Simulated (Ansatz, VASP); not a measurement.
**One calculation of MgB2, two programs**

The input INCAR:

```
SYSTEM = MgB2
PREC = Accurate ; ENCUT = 520
EDIFF = 1E-6 ; ISMEAR = -1
SIGMA = 0.05 ; LREAL = .FALSE.
LASPH = .TRUE. ; NELM = 60
ALGO = Normal ; ISIF = 2
LWAVE = .FALSE. ; LCHARG = .FALSE.
GGA = PE ; NBANDS = 11
```

File KPOINTS:

```
Automatic mesh
0
G
  12 12 9
  0 0 0
```

POSCAR

```
MgB2
1.0
    3.1467007196      0.0000000000      0.0000000000
   -1.5733503599      2.7251227613      0.0000000000
    0.0000000000      0.0000000000      3.5230000000
Mg B
1 2
Direct
    0.0000000000      0.0000000000      0.0000000000
    0.3333333333      0.6666666667      0.5000000000
    0.6666666667      0.3333333333      0.5000000000
```

Input for Ansatz:

```yaml
crystal:
  lattice:
    - [3.1467007196, 0.0, 0.0]
    - [-1.5733503599, 2.7251227613, 0.0]
    - [0.0, 0.0, 3.523]
  atoms:
    - { symbol: Mg, position: [0.0, 0.0, 0.0] }
    - { symbol: B, position: [0.3333333333, 0.6666666667, 0.5] }
    - { symbol: B, position: [0.6666666667, 0.3333333333, 0.5] }
kpoints:
  mp_grid: { grid: [12, 12, 9] }
  band_path:
    path:
      - [0.0, 0.0, 0.0]
      - [0.5, 0.0, 0.0]
      - [0.3333333333, 0.3333333333, 0.0]
      - [0.0, 0.0, 0.0]
      - [0.0, 0.0, 0.5]
      - [0.5, 0.0, 0.5]
      - [0.3333333333, 0.3333333333, 0.5]
      - [0.0, 0.0, 0.5]
      - [0.5, 0.0, 0.5]
    npoints: 5
scf:
  occupations: { method: fermi_dirac, width: 0.05 }
hamiltonian:
  xc: pbe
  pseudopotentials: { kind: all_electron, lapw: { basis_error: 0.0005 } }
output:
  forces: true
  stress: true
  eigenvalues: true
```

Change from the starting cell: equal xx and yy strain of +2 %.

Alike in both runs: task single point; functional PBE; k mesh 12 × 12 × 9; occupations fermi-dirac, width 0.05 eV; no spin polarisation.

```csv
,VASP,Ansatz
version,VASP 6.6.1,Ansatz 0.2.0
potentials or method,"VASP PAW PBE potentials, release 64 (Mg, B), cutoff 520 eV","all-electron LAPW, scalar-relativistic"
```

|  | VASP | Ansatz | Ansatz less VASP |
| --- | --- | --- | --- |
| pressure (GPa) | -7.5 | -7.3 | +0.23 |
| traceless stress, the component that is largest in VASP (GPa) | 5.66 | 5.80 | +0.141 |

Ansatz ran all-electron here, and VASP with PAW potentials.
